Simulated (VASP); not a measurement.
Set up this calculation in VASP 6.6.1, as the native input.

* Task: single point
* Functional: PBE
* Potentials or basis: VASP PAW PBE potentials, release 64 (Cd, Hg, Se)
* Cutoff: 520 eV
* k mesh: 8 × 8 × 2
* Occupations: gaussian, width 0.1 eV
* Spin: no spin polarisation
* Dipole correction: no
* Further INCAR settings: ALGO = Normal; EDIFF = 1e-06; NBANDS = 66

The structure of CdHg5Se6 lies in POSCAR:

```
CdHg5Se6
1.0
    4.4223038000      0.0000000000      0.0000000000
    0.0000000000      4.4223038000      0.0000000000
    0.0000000000      0.0000000000     18.7235472000
Cd Hg Se
1 5 6
Direct
    0.0000000000      0.0000000000      0.5000000000
    0.0000000000      0.0000000000      0.8326400000
    0.5000000000      0.5000000000      0.0000000000
    0.0000000000      0.0000000000      0.1673600000
    0.5000000000      0.5000000000      0.3346220000
    0.5000000000      0.5000000000      0.6653780000
    0.5000000000      0.0000000000      0.0836680000
    0.0000000000      0.5000000000      0.2509740000
    0.5000000000      0.0000000000      0.4183950000
    0.0000000000      0.5000000000      0.5816050000
    0.5000000000      0.0000000000      0.7490260000
    0.0000000000      0.5000000000      0.9163320000
```

These files were run (other wordings do the same):

INCAR

```
SYSTEM = CdHg5Se6
PREC     = Accurate       ! precision mode
ENCUT    = 520            ! plane-wave cutoff, eV
EDIFF    = 1E-6           ! SCF threshold, eV
ISMEAR   = 0              ! smearing method
SIGMA    = 0.1            ! smearing width, eV
LREAL    = .False.        ! projectors in reciprocal space
LASPH    = .True.         ! aspherical terms in the spheres
NELM     = 60             ! most SCF steps
ALGO     = Normal         ! electronic algorithm
ISIF     = 2              ! what is computed and relaxed
LWAVE    = .False.        ! write WAVECAR
LCHARG   = .False.        ! write CHGCAR
GGA      = PE             ! functional
NBANDS   = 66             ! bands
```

KPOINTS

```
regular mesh
0
Gamma
  8 8 2
  0 0 0
```

Potentials or basis: VASP PAW PBE potentials, release 64 (Cd, Hg, Se).

Run with:

```bash
$ cat potpaw_PBE.64/Cd/POTCAR potpaw_PBE.64/Hg/POTCAR potpaw_PBE.64/Se/POTCAR > POTCAR
$ mpirun -np 1 vasp_std > vasp.out
```

It gave:

```json
{
  "Pressure": "0.2 GPa",
  "Band gap on the k mesh": "zero (filled and empty bands touch)"
}
```

Caveat: semilocal functionals underestimate gaps, and a narrow one can read as zero; spin-orbit coupling is left out, which moves the levels of the heavy elements.

Run time: 7.1 min on 1 thread of Intel(R) Xeon(R) 6975P-C (Granite Rapids), with other jobs on the host, peak memory 0.81 GiB.
